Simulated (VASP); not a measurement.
Write the native input for VASP 6.6.1 that does the following.

| Property | Result |
| --- | --- |
| Task | single point |
| Functional | PBE |
| Potentials or basis | VASP PAW PBE potentials, release 64 (Li_sv) |
| Cutoff | 520 eV |
| k mesh | 15 × 15 × 8 |
| Occupations | fermi-dirac, width 0.08 eV |
| Spin | no spin polarisation |
| Dipole correction | no |
| Further INCAR settings | ALGO = Normal; EDIFF = 1e-06; NBANDS = 10 |

The structure of Li lies in POSCAR:

```
Li
1.0
    3.0901223134      0.0000000000      0.0000000000
   -1.5450611567      2.6761244242      0.0000000000
    0.0000000000      0.0000000000      5.0588177620
Li
2
Direct
    0.3333333333      0.6666666667      0.2500000000
    0.6666666667      0.3333333333      0.7500000000
```

This cell differs from its parent crystal: volume scaled by 0.98.

These files were run (other wordings do the same):

INCAR

```
SYSTEM = Li
  PREC = Accurate
  ENCUT = 520
  EDIFF = 1E-6
  ISMEAR = -1
  SIGMA = 0.08
  LREAL = .FALSE.
  LASPH = .TRUE.
  NELM = 80
  ALGO = Normal
  ISIF = 2
  LWAVE = .FALSE.
  LCHARG = .FALSE.
  GGA = PE
  NBANDS = 10
```

KPOINTS

```
Automatic mesh
0
G
  15 15 8
  0 0 0
```

Potentials or basis: VASP PAW PBE potentials, release 64 (Li_sv).

Run with:

```sh
$ cat potpaw_PBE.64/Li_sv/POTCAR > POTCAR
$ mpirun -np 1 vasp_std > vasp.out
```

Results of the run:

```
Band gap on the k mesh : zero (band 3 reaches 2.67 eV, above the bottom of band 4 at -1.88 eV)
```

It took 24 s on 1 thread of Intel(R) Xeon(R) Platinum 8488C (Sapphire Rapids), with other jobs on the host, peak memory 0.17 GiB.
